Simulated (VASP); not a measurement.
A run of VASP 6.6.1 is set up as follows.

INCAR

```
SYSTEM = SiNi
ALGO     = Normal         ! electronic algorithm
EDIFF    = 1E-6           ! SCF threshold, eV
ENCUT    = 690            ! plane-wave cutoff, eV
GGA_COMPAT= .FALSE.      
ISIF     = 2              ! what is computed and relaxed
ISMEAR   = -1             ! smearing method
ISPIN    = 2              ! spin polarisation
LASPH    = .TRUE.         ! aspherical terms in the spheres
LCHARG   = .FALSE.        ! write CHGCAR
LMAXMIX  = 4              ! l up to which the mixer works
LORBIT   = 11             ! projections on sites
LREAL    = .FALSE.        ! projectors in reciprocal space
LWAVE    = .FALSE.        ! write WAVECAR
MAGMOM   = 1 1 0 0        ! initial moments
NBANDS   = 34             ! bands
NELM     = 200            ! most SCF steps
PREC     = Accurate       ! precision mode
SIGMA    = 0.05           ! smearing width, eV
```

The input KPOINTS:

```
k-points
0
G
  9 8 6
  0 0 0
```

Contents of POSCAR:

```
SiNi
1.0
    3.0004866984      0.0000000000      0.0000000000
    0.0000000000      3.3446619823      0.0000000000
    0.0000000000      0.0000000000      4.7691846927
Ni Si
2 2
Direct
    0.5000000000      0.5000000000      0.3424955900
    0.0000000000      0.0000000000      0.6575044100
    0.5000000000      0.5000000000      0.8431431600
    0.0000000000      0.0000000000      0.1568568400
```

Potentials or basis: VASP PAW LDA potentials, release 64 (Ni_sv_GW, Si).

Command:

```console
$ cat potpaw_LDA.64/Ni_sv_GW/POTCAR potpaw_LDA.64/Si/POTCAR > POTCAR
$ mpirun -np 1 vasp_std > vasp.out
```

Question: What does it give for the net moment?

Answer: 0.00 μB per cell.

Question: Predict the band gap on the k mesh.

Answer: Zero (filled and empty bands overlap).

Forces in eV/Å, atoms in the order of the input:
```
Ni   0.000  0.000 -0.155
Ni   0.000  0.000  0.155
Si   0.000  0.000 -0.325
Si   0.000  0.000  0.325
```

Caveat: the moments typed at the start vanished in this run.
